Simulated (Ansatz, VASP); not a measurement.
**Two plane-wave programs on ZnS**

The input POSCAR:

```
ZnS
1.0
    0.0000000000      2.6668806116      2.6668806116
    2.6668806116      0.0000000000      2.6668806116
    2.6668806116      2.6668806116      0.0000000000
Zn S
1 1
Direct
    0.2500000000      0.2500000000      0.2500000000
    0.0000000000      0.0000000000      0.0000000000
```

File INCAR.step1:

```
SYSTEM = ZnS
  PREC = Accurate
  ENCUT = 550
  ISMEAR = 0
  SIGMA = 0.01
  LREAL = .FALSE.
  LASPH = .TRUE.
  NELM = 120
  NBANDS = 16
  GGA = PE
  ALGO = Normal
  EDIFF = 1E-5
  LWAVE = .TRUE.
  LCHARG = .FALSE.
  GGA_COMPAT = .FALSE.
```

Contents of INCAR.step2:

```
SYSTEM = ZnS
  PREC = Accurate
  ENCUT = 550
  EDIFF = 1E-6
  ISMEAR = 0
  SIGMA = 0.01
  LREAL = .FALSE.
  LASPH = .TRUE.
  NELM = 120
  ALGO = Normal
  ISIF = 2
  LWAVE = .FALSE.
  LCHARG = .FALSE.
  METAGGA = R2SCAN
  LMIXTAU = .TRUE.
  NBANDS = 16
  ISTART = 1
  GGA_COMPAT = .FALSE.
```

KPOINTS

```
Automatic mesh
0
G
  6 6 6
  0 0 0
```

Input for Ansatz:

```yaml
crystal:
  lattice:
    - [0.0, 2.6668806116, 2.6668806116]
    - [2.6668806116, 0.0, 2.6668806116]
    - [2.6668806116, 2.6668806116, 0.0]
  atoms:
    - { symbol: Zn, position: [0.25, 0.25, 0.25] }
    - { symbol: S, position: [0.0, 0.0, 0.0] }
kpoints:
  mp_grid: { grid: [6, 6, 6] }
hamiltonian:
  xc: r2scan
scf:
  occupations: { method: fixed }
  n_extra_bands: 4
output:
  forces: true
  stress: true
  eigenvalues: true
```

Alike in both runs: task single point; functional r2SCAN; k mesh 6 × 6 × 6; no spin polarisation.

|  | VASP | Ansatz |
| --- | --- | --- |
| version | VASP 6.6.1 | Ansatz 0.2.0 |
| potentials or method | VASP PAW PBE potentials, release 64 (Zn, S) | plane waves, PAW |
| plane-wave cutoff (eV) | 550 | 500 |
| occupations | gaussian, width 0.01 eV | fixed |
| valence electrons in the cell | 18 | 18 |

Ansatz gave:

```
gap on the k mesh at the Fermi level (eV) : 2.85
pressure (GPa)                            : 2.6
```

Estimate VASP's values.

gap on the k mesh at the Fermi level (eV): 2.86; pressure (GPa): 2.6.

VASP's potentials were made for PBE, not for r2SCAN.
